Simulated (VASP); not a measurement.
# Li (P6_3/mmc) in VASP: further runs

Li is run at these levels: PBEsol; tasks: electric field gradients.

Program: VASP 6.6.1. These are calculated values, not measurements. Logs are shortened: lines on timing, memory, paths and dates and some standing lists are left out, and cuts for length are marked.

## Step 1: The cell of the first run

The structure is hexagonal, space group P6_3/mmc (No. 194). Conventional cell: a = 3.111 Å, b = 3.111 Å, c = 4.940 Å, α = 90.00°, β = 90.00°, γ = 120.00°. Li (site symmetry -6m2) has 12 Li at 3.05 to 3.11 Å within 4.0 Å.

This isn't the form of Li at room conditions, which is bcc.

## Step 2: Electric field gradients, PBEsol (zz strain of -3 %)

The input, INCAR:

```
SYSTEM = Li
ALGO = Normal ; EDIFF = 1E-8
ENCUT = 520 ; GGA = PS
ISIF = 2 ; ISMEAR = -1
LASPH = .True. ; LCHARG = .False.
LEFG = .True. ; LREAL = .False.
LWAVE = .False. ; NBANDS = 10
NELM = 80 ; PREC = Accurate
SIGMA = 0.08
```

The input, KPOINTS:

```
k-points
0
Gamma
  15 15 8
  0 0 0
```

The input, POSCAR:

```
Li
1.0
    3.1110021516      0.0000000000      0.0000000000
   -1.5555010758      2.6942068945      0.0000000000
    0.0000000000      0.0000000000      4.9402100000
Li
2
Direct
    0.3333333333      0.6666666667      0.2500000000
    0.6666666667      0.3333333333      0.7500000000
```

Potentials or basis: VASP PAW PBE potentials, release 64 (Li_sv).

Launch:

```console
$ cat potpaw_PBE.64/Li_sv/POTCAR > POTCAR
$ mpirun -np 1 vasp_std > vasp.out
```

OUTCAR:

```text
SYSTEM = Li
   EDIFF = 1E-8
   ENCUT = 520
   GGA = PS
   ISIF = 2
   ISMEAR = -1
   LASPH = .True.
   LREAL = .False.
   NELM = 80
   PREC = Accurate

 ion  position               nearest neighbor table
   1  0.333  0.667  0.250-
   2  0.667  0.333  0.750-

  LATTYP: Found a hexagonal cell.
 ALAT       =     3.1110021516
 C/A-ratio  =     1.5879802582

  Lattice vectors:

 A1 = (   3.1110021516,   0.0000000000,   0.0000000000)
 A2 = (  -1.5555010758,   2.6942068945,   0.0000000000)
 A3 = (   0.0000000000,   0.0000000000,   4.9402100000)

Analysis of symmetry for initial positions (statically):
=====================================================================
 Subroutine PRICEL returns:
 Original cell was already a primitive cell.

 Routine SETGRP: Setting up the symmetry group for a
 hexagonal supercell.

 Subroutine GETGRP returns: Found 24 space group operations
 (whereof 12 operations were pure point group operations)
 out of a pool of 24 trial point group operations.

The static configuration has the point symmetry D_3d.
 The point group associated with its full space group is D_6h.

Analysis of symmetry for dynamics (positions and initial velocities):
=====================================================================
 Subroutine PRICEL returns:
 Original cell was already a primitive cell.

 Routine SETGRP: Setting up the symmetry group for a
 hexagonal supercell.

 Subroutine GETGRP returns: Found 24 space group operations
 (whereof 12 operations were pure point group operations)
 out of a pool of 24 trial point group operations.

The dynamic configuration has the point symmetry D_3d.
 The point group associated with its full space group is D_6h.

 Subroutine INISYM returns: Found 24 space group operations
 (whereof 12 operations are pure point group operations),
 and found     1 'primitive' translations

----------------------------------------------------------------------------------------

                                     Primitive cell

  volume of cell :      41.4073

  direct lattice vectors                    reciprocal lattice vectors
     3.111002152  0.000000000  0.000000000     0.321439829  0.185583372  0.000000000
    -1.555501076  2.694206895  0.000000000     0.000000000  0.371166744  0.000000000
     0.000000000  0.000000000  4.940210000     0.000000000  0.000000000  0.202420545

  length of vectors
     3.111002152  3.111002152  4.940210000     0.371166744  0.371166744  0.202420545

  position of ions in fractional coordinates (direct lattice)
     0.333333333  0.666666667  0.250000000
     0.666666667  0.333333333  0.750000000

  ion indices of the primitive-cell ions
   primitive index   ion index
                 1           1
                 2           2

----------------------------------------------------------------------------------------

 KPOINTS: k-points

Automatic generation of k-mesh.
 Grid dimensions read from file:
 generate k-points for:   15   15    8

 Generating k-lattice:

  Cartesian coordinates                     Fractional coordinates (reciprocal lattice)
     0.021429322  0.012372225  0.000000000     0.066666667  0.000000000  0.000000000
     0.000000000  0.024744450  0.000000000     0.000000000  0.066666667  0.000000000
     0.000000000  0.000000000  0.025302568     0.000000000  0.000000000  0.125000000

  Length of vectors
     0.024744450  0.024744450  0.025302568

  Shift w.r.t. Gamma in fractional coordinates (k-lattice)
     0.000000000  0.000000000  0.000000000

 Subroutine IBZKPT returns following result:
 ===========================================

 Found    135 irreducible k-points:

 Following reciprocal coordinates:
            Coordinates               Weight
  0.000000  0.000000  0.000000      1.000000
  0.066667  0.000000  0.000000      6.000000
  0.133333  0.000000  0.000000      6.000000
  0.200000 -0.000000  0.000000      6.000000
  0.266667  0.000000  0.000000      6.000000
  0.333333  0.000000  0.000000      6.000000
[... 16 lines left out ...]
  0.333333  0.200000  0.000000     12.000000
  0.400000  0.200000  0.000000      6.000000
 [... further k-points ...]
   k-points           NKPTS =    135   k-points in BZ     NKDIM =    135   number of bands    NBANDS=     10
   number of dos      NEDOS =    301   number of ions     NIONS =      2
   total plane-waves  NPLWV =  23040
   dimension x,y,z NGX =    24 NGY =   24 NGZ =   40
   dimension x,y,z NGXF=    48 NGYF=   48 NGZF=   80
   ions per type =               2
   NGX,Y,Z   is equivalent  to a cutoff of  12.83, 12.83, 13.46 a.u.
   NGXF,Y,Z  is equivalent  to a cutoff of  25.65, 25.65, 26.92 a.u.
 SYSTEM =  Li
   PREC   = accura    normal or accurate (medium, high low for compatibility)
   ISTART =      0    job   : 0-new  1-cont  2-samecut
   ICHARG =      2    charge: 1-file 2-atom 10-const
   ISPIN  =      1    spin polarized calculation?
   LNONCOLLINEAR =      F non collinear calculations
   LSORBIT =      F    spin-orbit coupling
   LASPH  =      T    aspherical Exc in radial PAW
   ENCUT  =  520.0 eV  38.22 Ry    6.18 a.u.   5.78  5.78  9.19*2*pi/ulx,y,z
   NELM   =     80;   NELMIN=  2; NELMDL= -5     # of ELM steps
   EDIFF  = 0.1E-07   stopping-criterion for ELM
   LREAL  =      F    real-space projection
   EDIFFG = 0.1E-06   stopping-criterion for IOM
   NSW    =      0    number of steps for IOM
   IBRION =     -1    ionic relax: 0-MD 1-quasi-New 2-CG
   NFREE  =      0    steps in history (QN), initial steepest desc. (CG)
   ISIF   =      2    stress and relaxation
   ISYM   =      2    0-nonsym 1-usesym 2-fastsym
   POTIM  = 0.5000    time-step for ionic-motion
   TEBEG  =    0.0;   TEEND  =   0.0 temperature during run
   PSTRESS=    0.0 pullay stress
   NELECT =       6.0000    total number of electrons
   NUPDOWN=      -1.0000    fix difference up-down
   EMIN   =  10.00;   EMAX   =-10.00  energy-range for DOS
   EFERMI =   0.00;   METHOD = LEGACY
   ISMEAR =    -1;   SIGMA  =   0.08  broadening in eV -4-tet -1-fermi 0-gaus
   EFERMI_NEDOS =   21; number of points for ismear=-14 and -15
   IALGO  =     38    algorithm
   IMIX   =      4    mixing-type and parameters
     AMIX     =   0.40;   BMIX     =  1.00
     AMIX_MAG =   1.60;   BMIX_MAG =  1.00
  volume/ion in A,a.u.               =      20.70       139.72
  Fermi-wavevector in a.u.,A,eV,Ry     =   0.859870  1.624920 10.059837  0.739377
  Thomas-Fermi vector in A             =   1.977290
   LORBIT       =      0    0 simple, 1 ext, 2 COOP (PROOUT), +10 PAW based schemes
   GGA     = PS    functional components
   LHFCALC =     F    Hartree Fock is set to
   AEXX    =    0.0000 exact exchange contribution
   IVDW    =     0    specifies the selected vdW correction
   LEPSILON=     F    determine dielectric tensor
   LRPA    =     F    only Hartree local field effects (RPA)
 non-spin polarized calculation
  energy-cutoff  :      520.00
  volume of cell :       41.41
 maximum number of plane-waves:      1134
 NGX is ok and might be reduce to    24
   NGX = 11   NGY = 11   NGZ = 19

 number of electron       5.9999993 magnetization

 Free energy of the ion-electron system (eV)
  ---------------------------------------------------
  ext. energy  EPLUGINS =         0.00000000
  ---------------------------------------------------
  free energy    TOTEN  =        -3.94203152 eV

  energy without entropy =       -3.92091043  energy(sigma->0) =       -3.93147098

 E-fermi :   0.5640     XC(G=0):  -6.9661

 val. band max:        0.5587028256   @ k =   0.4667   0.0667   0.1250
 cond. band min:       0.5651676346   @ k =   0.0667   0.0667   0.1250
 fundamental gap:      0.0064648091
 Fermi energy:         0.5640428862

 k-point     1 :       0.0000    0.0000    0.0000
  band No.  band energies     occupation
      1     -45.3819      2.00000
      2     -45.3625      2.00000
      3      -2.9587      2.00000
      4       0.7140      0.26615
      5       3.6544      0.00000
      6      12.5308      0.00000
      7      12.5308      0.00000
      8      13.9660      0.00000
      9      13.9660      0.00000
     10      15.2886      0.00000
[... 287 lines left out ...]
 k-point    24 :       0.4000    0.2000    0.0000
  band No.  band energies     occupation
      1     -45.3630      2.00000
      2     -45.3592      2.00000
      3       1.0019      0.00836
      4       1.9686      0.00000
      5       4.7036      0.00000
      6       5.8332      0.00000
      7       6.9009      0.00000
      8       6.9067      0.00000
      9      10.5640      0.00000
     10      10.8362      0.00000

 [... further k-points ...]

------------------------ aborting loop because EDIFF is reached ----------------------------------------

  FORCE on cell =-STRESS in cart. coord.  units (eV):
  Direction    XX          YY          ZZ          XY          YZ          ZX
  --------------------------------------------------------------------------------------
  -------------------------------------------------------------------------------------
  Total       -0.1467468     -0.1467468     -0.0080405      0.0000000     -0.0000000      0.0000000
  in kB       -5.6780922     -5.6780922     -0.3111115      0.0000000     -0.0000000      0.0000000
  external PRESSURE =      -3.8890986 kB  Pullay stress =       0.0000000 kB

 VOLUME and BASIS-vectors are now :
 -----------------------------------------------------------------------------
  energy-cutoff  :      520.00
  volume of cell :       41.41
      direct lattice vectors                 reciprocal lattice vectors
     3.111002152  0.000000000  0.000000000     0.321439829  0.185583372  0.000000000
    -1.555501076  2.694206895  0.000000000     0.000000000  0.371166744  0.000000000
     0.000000000  0.000000000  4.940210000     0.000000000  0.000000000  0.202420545

 POSITION                                       TOTAL-FORCE (eV/Angst)
 -----------------------------------------------------------------------------------
     -0.00000      1.79614      1.23505         0.000000     -0.000000      0.000000
      1.55550      0.89807      3.70516        -0.000000      0.000000      0.000000
 -----------------------------------------------------------------------------------
    total drift:                               -0.000000      0.000000      0.000000

  FREE ENERGIE OF THE ION-ELECTRON SYSTEM (eV)
  ---------------------------------------------------
  free  energy   TOTEN  =        -3.9420315235 eV

  energy  without entropy=       -3.9209104290  energy(sigma->0) =       -3.93147098

 Electric field gradients (V/A^2)
---------------------------------------------------------------------
 ion       V_xx      V_yy      V_zz      V_xy      V_xz      V_yz
---------------------------------------------------------------------
   1      -0.071    -0.072     0.143    -0.001     0.000    -0.000
   2      -0.071    -0.072     0.143    -0.001    -0.000     0.000
---------------------------------------------------------------------

 Electric field gradients after diagonalization (V/A^2)
 (convention: |V_zz| > |V_xx| > |V_yy|)
----------------------------------------------------------------------
 ion       V_xx      V_yy      V_zz     asymmetry (V_yy - V_xx)/ V_zz
----------------------------------------------------------------------
   1      -0.073    -0.070     0.143       0.018
   2      -0.073    -0.070     0.143       0.018
----------------------------------------------------------------------

           NMR quadrupolar parameters

 Cq : quadrupolar parameter    Cq=e*Q*V_zz/h
 eta: asymmetry parameters     (V_yy - V_xx)/ V_zz
 Q  : nuclear electric quadrupole moment in mb (millibarn)
----------------------------------------------------------------------
 ion       Cq(MHz)       eta       Q (mb)
----------------------------------------------------------------------
   1       0.000       0.018       1.000
   2       0.000       0.018       1.000
----------------------------------------------------------------------
```

It took 32 s on 1 thread of Intel Xeon Platinum 8488C (Sapphire Rapids), shared host; peak memory 0.17 GiB.

Results:

```
Free energy                             : -3.9420 eV
Band gap on the k mesh                  : zero (bands 3 and 4 overlap by 4.44 eV)
Largest electric field gradient by atom : Li +0.14 V/Å²
```

Caveat: the cell differs from its parent crystal (zz strain of -3 %); the cutoff is under 1.25 times the usual one of these potentials, so pressure, stress and relaxed cells hold a basis-set (Pulay) error; without QUAD_EFG the Cq values of the log hold for a quadrupole moment of 1 mb, not for the nuclei; the PAW data sets were made with another functional, which shifts forces and pressure a little.

(Part 1 of 2 ends here.)

The gap in the log of VASP goes by the Fermi energy; the results here count the filled bands.